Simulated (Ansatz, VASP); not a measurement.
**Fe: VASP beside Ansatz**

The input INCAR:

```
SYSTEM = Fe
PREC = Accurate
ENCUT = 520
EDIFF = 1E-6
ISMEAR = -1
SIGMA = 0.1
LREAL = .False.
LASPH = .True.
NELM = 150
ALGO = Normal
ISIF = 2
LWAVE = .False.
LCHARG = .False.
ISPIN = 2
MAGMOM = 4 4
LORBIT = 11
LMAXMIX = 4
GGA = PE
NBANDS = 19
```

Contents of KPOINTS:

```
regular mesh
0
Gamma
  12 12 6
  0 0 0
```

File POSCAR:

```
Fe
1.0
    0.0000000000      1.8260000000      1.8260000000
    1.8260000000      0.0000000000      1.8260000000
    3.6520000000      3.6520000000      0.0000000000
Fe
2
Direct
    0.0000000000      0.0000000000      0.0000000000
    0.0000000000      0.0000000000      0.5000000000
```

Input for Ansatz:

```yaml
crystal:
  lattice:
    - [0.0, 1.826, 1.826]
    - [1.826, 0.0, 1.826]
    - [3.652, 3.652, 0.0]
  atoms:
    - { symbol: Fe, position: [0.0, 0.0, 0.0], spin: 4.0 }
    - { symbol: Fe, position: [0.0, 0.0, 0.5], spin: 4.0 }
magnetization:
  spin_polarized: true
hamiltonian:
  xc: pbe
  pseudopotentials: { kind: paw }
basis:
  ecutwfc: 420
kpoints:
  mp_grid: { grid: [12, 12, 6] }
scf:
  occupations: { method: fermi_dirac, width: 0.1 }
output:
  forces: true
  stress: true
```

Alike in both runs: task single point; functional PBE; k mesh 12 × 12 × 6; occupations fermi-dirac, width 0.1 eV; collinear spin.

|  | VASP | Ansatz |
| --- | --- | --- |
| version | VASP 6.6.1 | Ansatz 0.2.0 |
| potentials or method | VASP PAW PBE potentials, release 64 (Fe), cutoff 520 eV | PAW, plane waves, scalar-relativistic |
| valence electrons in the cell | 16 | 32 |

VASP gave:

| Property | Result |
| --- | --- |
| pressure (GPa) | -2.5 |
| net moment per atom (μB) | 2.57 |
| size of the moment on the site where the two differ most (μB) | 2.57 |

Problem. Which values does Ansatz return?

Solution. Pressure (GPa): -2.4; net moment per atom (μB): 2.57; size of the moment on the site where the two differ most (μB): 2.61.

Site moments also hang on the region over which each program counts them. VASP's potentials hold 16 valence electrons a cell and Ansatz's 32, so a difference there can come from the potentials and not from the codes.
